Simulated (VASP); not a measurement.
Write the native input for VASP 6.6.1 that does the following.

```yaml
Task: relaxation of cell and atoms
Functional: PBE
Potentials_or_basis: VASP PAW PBE potentials, release 64 (C)
Cutoff: 600 eV
k_mesh: 26 × 26 × 26
Occupations: fermi-dirac, width 0.08 eV
Spin: no spin polarisation
Target_pressure: 190 GPa
Dipole_correction: no
Further_INCAR_settings: ALGO = Normal; EDIFF = 1e-06; IBRION = 2; EDIFFG = -0.005; NSW = 60; ISIF = 3
```

The structure of C lies in POSCAR:

```
C
1.0
    0.0000000000      1.3044873322      1.3044873322
    1.3044873322      0.0000000000      1.3044873322
    1.3044873322      1.3044873322      0.0000000000
C
1
Direct
    0.0000000000      0.0000000000      0.0000000000
```

The input as run:

INCAR

```
  PREC = Accurate
  ENCUT = 600
  EDIFF = 1E-6
  ISMEAR = -1
  SIGMA = 0.08
  LREAL = False
  LASPH = True
  NELM = 100
  ALGO = Normal
  ISIF = 3
  LWAVE = False
  LCHARG = False
  GGA = PE
  IBRION = 2
  NSW = 60
  EDIFFG = -0.005
  PSTRESS = 1900.0
```

KPOINTS

```
regular mesh
0
Gamma
  26 26 26
```

Potentials or basis: VASP PAW PBE potentials, release 64 (C).

Run with:

```bash
$ cat potpaw_PBE.64/C/POTCAR > POTCAR
$ mpirun -np 1 vasp_std > vasp.out
```

It gave:

```json
{
  "Relaxed volume": "4.41 Å³/atom",
  "Relaxed cell": "a = 1.841 Å, b = 1.841 Å, c = 1.841 Å, α = 60.00°, β = 60.00°, γ = 60.00°",
  "Space group after relaxing (to 0.05 Å)": "Fm-3m (No. 225)",
  "Energy change on relaxing (the enthalpy is what falls)": "+33.6 meV/atom",
  "Ionic steps": "3",
  "Pressure after relaxing": "190.0 GPa",
  "Band gap on the k mesh": "zero (band 2 reaches 28.82 eV, above the bottom of band 3 at 12.44 eV)"
}
```

Caveat: the cell is relaxed towards a set pressure, so the enthalpy falls and the energy may rise.

Run time: 6.2 s on 1 thread of Intel(R) Xeon(R) 6975P-C (Granite Rapids) (shared host), peak memory 0.12 GiB.
